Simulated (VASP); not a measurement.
# As (Pm-3m) in VASP: settings compared

As is run at these levels: PBE0, r2SCAN0, RPBE; tasks: single point.

Everything below comes from runs of VASP 6.6.1. Logs are shortened: lines on timing, memory, paths and dates and some standing lists are left out, and cuts for length are marked.

## (1) The cell of the first run

The structure is cubic, space group Pm-3m (No. 221). The conventional cell has a = 2.704 Å, b = 2.704 Å, c = 2.704 Å, α = 90.00°, β = 90.00°, γ = 90.00°. As (site symmetry m-3m) has 6 As at 2.70 Å within 3.6 Å.

## (2) Single point, PBE0

POSCAR

```
As
1.0
    2.7036817444      0.0000000000      0.0000000000
    0.0000000000      2.7036817444      0.0000000000
    0.0000000000      0.0000000000      2.7036817444
As
1
Direct
    0.5000000000      0.5000000000      0.5000000000
```

INCAR.step1

```
PREC     = Accurate       # precision mode
ENCUT    = 520            # plane-wave cutoff, eV
EDIFF    = 1E-5           # SCF threshold, eV
ISMEAR   = -1             # smearing method
SIGMA    = 0.05           # smearing width, eV
LREAL    = False          # projectors in reciprocal space
LASPH    = True           # aspherical terms in the spheres
NELM     = 60             # most SCF steps
ALGO     = Normal         # electronic algorithm
ISIF     = 2              # what is computed and relaxed
LWAVE    = True           # write WAVECAR
LCHARG   = False          # write CHGCAR
NBANDS   = 8              # bands
GGA      = PE             # functional
```

INCAR.step2

```
PREC     = Accurate       # precision mode
ENCUT    = 520            # plane-wave cutoff, eV
EDIFF    = 1E-6           # SCF threshold, eV
ISMEAR   = -1             # smearing method
SIGMA    = 0.05           # smearing width, eV
LREAL    = False          # projectors in reciprocal space
LASPH    = True           # aspherical terms in the spheres
NELM     = 60             # most SCF steps
ALGO     = Normal         # electronic algorithm
ISIF     = 2              # what is computed and relaxed
LWAVE    = False          # write WAVECAR
LCHARG   = False          # write CHGCAR
GGA      = PE             # functional
LHFCALC  = True           # exact exchange
AEXX     = 0.25           # exact-exchange fraction
PRECFOCK = Normal       
NBANDS   = 8              # bands
ISTART   = 1
```

KPOINTS

```
regular mesh
0
Gamma
  6 6 6
```

Potentials or basis: VASP PAW PBE potentials, release 64 (As).

Command:

```sh
$ cat potpaw_PBE.64/As/POTCAR > POTCAR
$ cp INCAR.step1 INCAR
$ mpirun -np 1 vasp_std > vasp.out
$ cp INCAR.step2 INCAR
$ mpirun -np 1 vasp_std > vasp.out
```

OUTCAR:

```text
PREC = Accurate
   ENCUT = 520
   EDIFF = 1E-6
   ISMEAR = -1
   LREAL = False
   LASPH = True
   NELM = 60
   ISIF = 2
   GGA = PE
   LHFCALC = True
   AEXX = 0.25
   PRECFOCK = Normal
   ISTART = 1

 ion  position               nearest neighbor table
   1  0.500  0.500  0.500-

  LATTYP: Found a simple cubic cell.
 ALAT       =     2.7036817444

  Lattice vectors:

 A1 = (   2.7036817444,   0.0000000000,   0.0000000000)
 A2 = (   0.0000000000,   2.7036817444,   0.0000000000)
 A3 = (   0.0000000000,   0.0000000000,   2.7036817444)

Analysis of symmetry for initial positions (statically):
=====================================================================
 Subroutine PRICEL returns:
 Original cell was already a primitive cell.

 Routine SETGRP: Setting up the symmetry group for a
 simple cubic supercell.

 Subroutine GETGRP returns: Found 48 space group operations
[... 9 lines left out ...]

 Routine SETGRP: Setting up the symmetry group for a
 simple cubic supercell.

 Subroutine GETGRP returns: Found 48 space group operations
[... 11 lines left out ...]
                                     Primitive cell

  volume of cell :      19.7636

  direct lattice vectors                    reciprocal lattice vectors
     2.703681744  0.000000000  0.000000000     0.369866018  0.000000000  0.000000000
     0.000000000  2.703681744  0.000000000     0.000000000  0.369866018  0.000000000
     0.000000000  0.000000000  2.703681744     0.000000000  0.000000000  0.369866018

  length of vectors
     2.703681744  2.703681744  2.703681744     0.369866018  0.369866018  0.369866018

  position of ions in fractional coordinates (direct lattice)
     0.500000000  0.500000000  0.500000000

  ion indices of the primitive-cell ions
   primitive index   ion index
                 1           1

----------------------------------------------------------------------------------------

 KPOINTS: regular mesh

Automatic generation of k-mesh.
 Grid dimensions read from file:
 generate k-points for:    6    6    6

 Generating k-lattice:

[... 56 lines left out ...]
   EDIFF  = 0.1E-05   stopping-criterion for ELM
   LREAL  =      F    real-space projection
   EDIFFG = 0.1E-04   stopping-criterion for IOM
   NSW    =      0    number of steps for IOM
   IBRION =     -1    ionic relax: 0-MD 1-quasi-New 2-CG
   NFREE  =      0    steps in history (QN), initial steepest desc. (CG)
   ISIF   =      2    stress and relaxation
   ISYM   =      3    0-nonsym 1-usesym 2-fastsym
   POTIM  = 0.5000    time-step for ionic-motion
   TEBEG  =    0.0;   TEEND  =   0.0 temperature during run
   PSTRESS=    0.0 pullay stress
   NELECT =       5.0000    total number of electrons
   NUPDOWN=      -1.0000    fix difference up-down
   EMIN   =  10.00;   EMAX   =-10.00  energy-range for DOS
   EFERMI =   0.00;   METHOD = LEGACY
   ISMEAR =    -1;   SIGMA  =   0.05  broadening in eV -4-tet -1-fermi 0-gaus
   EFERMI_NEDOS =   21; number of points for ismear=-14 and -15
   IALGO  =     38    algorithm
   IMIX   =      1    mixing-type and parameters
     AMIX     =   0.40;   BMIX     =  1.00
     AMIX_MAG =   1.60;   BMIX_MAG =  1.00
  volume/ion in A,a.u.               =      19.76       133.37
  Fermi-wavevector in a.u.,A,eV,Ry     =   1.035403  1.956627 14.586243  1.072059
  Thomas-Fermi vector in A             =   2.169744
   LORBIT       =      0    0 simple, 1 ext, 2 COOP (PROOUT), +10 PAW based schemes
   GGA     = PE    functional components
   LHFCALC =     T    Hartree Fock is set to
   PRECFOCK=normal    Normal, Fast or Accurate (Low or Medium for compatibility)
   ENCUT4O =  -1.0   cutoff for four orbital integrals eV
   NKREDX  =     1    reduce k-point grid by
   NKREDY  =     1    reduce k-point grid by
   NKREDZ  =     1    reduce k-point grid by
   AEXX    =    0.2500 exact exchange contribution
   HFSCREEN=    0.0000 screening length (either q_TF or 0.3 A-1)
   HFSCREENC=   0.0000 screening length for correlation (either q_TF or 0.3 A-1)
   ENCUTFOCK=  -1.0 apply spherical cutoff to Coloumb kernel
   IVDW    =     0    specifies the selected vdW correction
   LEPSILON=     F    determine dielectric tensor
   LRPA    =     F    only Hartree local field effects (RPA)
 non-spin polarized calculation
  energy-cutoff  :      520.00
  volume of cell :       19.76
 maximum number of plane-waves:       554
  NGX = 16; NGY = 16; NGZ = 16

 number of electron       5.0000001 magnetization

 Free energy of the ion-electron system (eV)
  ---------------------------------------------------
  ext. energy  EPLUGINS =         0.00000000
  ---------------------------------------------------
  free energy    TOTEN  =        -6.02263041 eV

  energy without entropy =       -6.02260251  energy(sigma->0) =       -6.02261646

 E-fermi :   6.2555     XC(G=0):  -8.2599

 val. band max:        5.8446759209   @ k =   0.1667   0.1667   0.0000
 cond. band min:       6.6664722119   @ k =   0.5000   0.3333   0.3333
 fundamental gap:      0.8217962909
 Fermi energy:         6.2554582501

 k-point     1 :       0.0000    0.0000    0.0000
  band No.  band energies     occupation
      1     -11.3830      2.00000
      2      10.8976      0.00000
      3      10.8976      0.00000
      4      10.8976      0.00000
      5      15.2090      0.00000
      6      15.2090      0.00000
      7      17.5092      0.00000
      8      32.3023      0.00000
[... 199 lines left out ...]
 k-point    20 :       0.5000    0.5000    0.5000
  band No.  band energies     occupation
      1       0.2161      2.00000
      2       3.2639      2.00000
      3       3.2639      2.00000
      4       3.2639      2.00000
      5      12.6094      0.00000
      6      12.6094      0.00000
      7      12.6094      0.00000
      8      16.3619      0.00000

------------------------ aborting loop because EDIFF is reached ----------------------------------------

  FORCE on cell =-STRESS in cart. coord.  units (eV):
  Direction    XX          YY          ZZ          XY          YZ          ZX
  --------------------------------------------------------------------------------------
  -------------------------------------------------------------------------------------
  Total       -0.2725043     -0.2725043     -0.2725043     -0.0000000      0.0000000     -0.0000000
  in kB      -22.0910921    -22.0910921    -22.0910921     -0.0000000      0.0000000     -0.0000000
  external PRESSURE =     -22.0910921 kB  Pullay stress =       0.0000000 kB

 VOLUME and BASIS-vectors are now :
 -----------------------------------------------------------------------------
  energy-cutoff  :      520.00
  volume of cell :       19.76
      direct lattice vectors                 reciprocal lattice vectors
     2.703681744  0.000000000  0.000000000     0.369866018  0.000000000  0.000000000
     0.000000000  2.703681744  0.000000000     0.000000000  0.369866018  0.000000000
     0.000000000  0.000000000  2.703681744     0.000000000  0.000000000  0.369866018

 POSITION                                       TOTAL-FORCE (eV/Angst)
 -----------------------------------------------------------------------------------
      1.35184      1.35184      1.35184         0.000000      0.000000      0.000000
 -----------------------------------------------------------------------------------
    total drift:                               -0.000000     -0.000000     -0.000000

  FREE ENERGIE OF THE ION-ELECTRON SYSTEM (eV)
  ---------------------------------------------------
  free  energy   TOTEN  =        -6.0226304101 eV

  energy  without entropy=       -6.0226025139  energy(sigma->0) =       -6.02261646
```

OUTCAR.step1:

```text
PREC = Accurate
   ENCUT = 520
   EDIFF = 1E-5
   ISMEAR = -1
   LREAL = False
[... 428 lines left out ...]

 POSITION                                       TOTAL-FORCE (eV/Angst)
 -----------------------------------------------------------------------------------
      1.35184      1.35184      1.35184         0.000000      0.000000      0.000000
 -----------------------------------------------------------------------------------
    total drift:                                0.000000     -0.000000      0.000000

  FREE ENERGIE OF THE ION-ELECTRON SYSTEM (eV)
  ---------------------------------------------------
  free  energy   TOTEN  =        -4.5798405768 eV

  energy  without entropy=       -4.5747342994  energy(sigma->0) =       -4.57728744
```

Wall time 80 s (1 thread of Intel Xeon Platinum 8488C (Sapphire Rapids), shared host); peak memory 0.13 GiB.

Results:

| Item | Value |
| --- | --- |
| Free energy | -6.0226 eV |
| Pressure | -2.2 GPa |

Levels at points of the mesh, in eV from the Fermi level:
```csv
k point,band 1,band 2,band 3,band 4,band 5,band 6,band 7
"(0.00, 0.00, 0.00)",-17.64,4.64,4.64,4.64,8.95,8.95,11.25
"(0.50, 0.00, 0.00)",-14.13,-8.76,7.24,7.24,11.84,14.93,15.59
"(0.50, 0.50, 0.00)",-10.40,-5.78,-5.78,2.71,9.60,17.46,18.41
"(0.50, 0.50, 0.50)",-6.04,-2.99,-2.99,-2.99,6.35,6.35,6.35
```

Caveat: the k points lie up to 0.39 Å⁻¹ apart; the PAW data sets were made with another functional, which shifts forces and pressure a little.

## (3) Single point, r2SCAN0

POSCAR is that of step 2.

INCAR.step1

```
SYSTEM = As
  PREC = Accurate
  ENCUT = 520
  EDIFF = 1E-5
  ISMEAR = -1
  SIGMA = 0.05
  LREAL = .FALSE.
  LASPH = .TRUE.
  NELM = 80
  ALGO = Normal
  ISIF = 2
  LWAVE = .TRUE.
  LCHARG = .FALSE.
  GGA = PE
  NBANDS = 8
```

INCAR.step2

```
SYSTEM = As
  PREC = Accurate
  ENCUT = 520
  EDIFF = 1E-7
  ISMEAR = -1
  SIGMA = 0.05
  LREAL = .FALSE.
  LASPH = .TRUE.
  NELM = 80
  ALGO = Normal
  ISIF = 2
  LWAVE = .FALSE.
  LCHARG = .FALSE.
  METAGGA = R2SCAN
  LHFCALC = .TRUE.
  AEXX = 0.25
  LMIXTAU = .TRUE.
  PRECFOCK = Normal
  ISTART = 1
  NBANDS = 8
```

KPOINTS

```
regular mesh
0
G
  6 6 6
  0 0 0
```

Potentials or basis: VASP PAW PBE potentials, release 64 (As).

Command:

```sh
$ cat potpaw_PBE.64/As/POTCAR > POTCAR
$ cp INCAR.step1 INCAR
$ mpirun -np 1 vasp_std > vasp.out
$ cp INCAR.step2 INCAR
$ mpirun -np 1 vasp_std > vasp.out
```

Wall time 2.1 min (1 thread of Intel Xeon Platinum 8488C (Sapphire Rapids), shared host); peak memory 0.13 GiB.

It converged, with:

```yaml
Free_energy: -13.6793 eV
Pressure: -3.2 GPa
```

Levels at points of the mesh, in eV from the Fermi level:
| k point | band 1 | band 2 | band 3 | band 4 | band 5 | band 6 |
| --- | --- | --- | --- | --- | --- | --- |
| (0.00, 0.00, 0.00) | -18.12 | 4.73 | 4.73 | 4.73 | 9.24 | 9.24 |
| (0.50, 0.00, 0.00) | -14.51 | -8.97 | 7.41 | 7.41 | 12.14 | 15.60 |
| (0.50, 0.50, 0.00) | -10.66 | -5.97 | -5.97 | 2.97 | 9.86 | 17.97 |
| (0.50, 0.50, 0.50) | -6.10 | -3.13 | -3.13 | -3.13 | 6.62 | 6.62 |

Caveat: the k points lie up to 0.39 Å⁻¹ apart; the PAW data sets were made with another functional, which shifts forces and pressure a little.

## (4) Single point, RPBE

INCAR

```
SYSTEM = As
  ALGO = Normal
  EDIFF = 1E-6
  ENCUT = 500
  GGA = RP
  GGA_COMPAT = .FALSE.
  ISIF = 2
  ISMEAR = 0
  LASPH = .TRUE.
  LCHARG = .FALSE.
  LREAL = .FALSE.
  LWAVE = .FALSE.
  NBANDS = 8
  NELM = 120
  PREC = Accurate
  SIGMA = 0.05
```

KPOINTS

```
k-points
0
G
  10 10 10
  0 0 0
```

POSCAR is that of step 3.

Command:

```sh
$ cat potpaw_PBE.64/As/POTCAR > POTCAR
$ mpirun -np 1 vasp_std > vasp.out
```

Wall time 8 s (1 thread of Intel Xeon 8259CL, shared host); peak memory 0.12 GiB.

Results (log left out):

```yaml
Free_energy: -4.1748 eV
Pressure: 4.0 GPa
```

Levels at points of the mesh, in eV from the Fermi level:
| k point | band 1 | band 2 | band 3 | band 4 | band 5 |
| --- | --- | --- | --- | --- | --- |
| (0.00, 0.00, 0.00) | -14.97 | 4.17 | 4.17 | 4.17 | 8.45 |
| (0.50, 0.00, 0.00) | -11.82 | -6.94 | 6.48 | 6.48 | 11.11 |
| (0.50, 0.50, 0.00) | -8.52 | -4.27 | -4.27 | 2.53 | 8.66 |
| (0.50, 0.50, 0.50) | -4.86 | -1.83 | -1.83 | -1.83 | 5.92 |

Caveat: the PAW data sets were made with another functional, which shifts forces and pressure a little.

## (5) The runs side by side

| level | k mesh | cutoff (eV) | smearing | grid for exact exchange (PRECFOCK) | gap on the mesh (eV) | pressure (GPa) |
| --- | --- | --- | --- | --- | --- | --- |
| PBE0 | 6 × 6 × 6 | 520 | fermi-dirac 0.05 eV | Normal | none | -2.2 |
| r2SCAN0 | 6 × 6 × 6 | 520 | fermi-dirac 0.05 eV | Normal | none | -3.2 |
| RPBE | 10 × 10 × 10 | 500 | gaussian 0.05 eV | - | none | 4.0 |

Alike in all rows: task single point; potentials or basis VASP PAW PBE potentials, release 64 (As); no spin polarisation; cell as given.

Caveats: some runs use coarse meshes; the PAW data sets were made with another functional, which shifts forces and pressure a little.

Absolute energies hang on the potentials; compare differences alone.
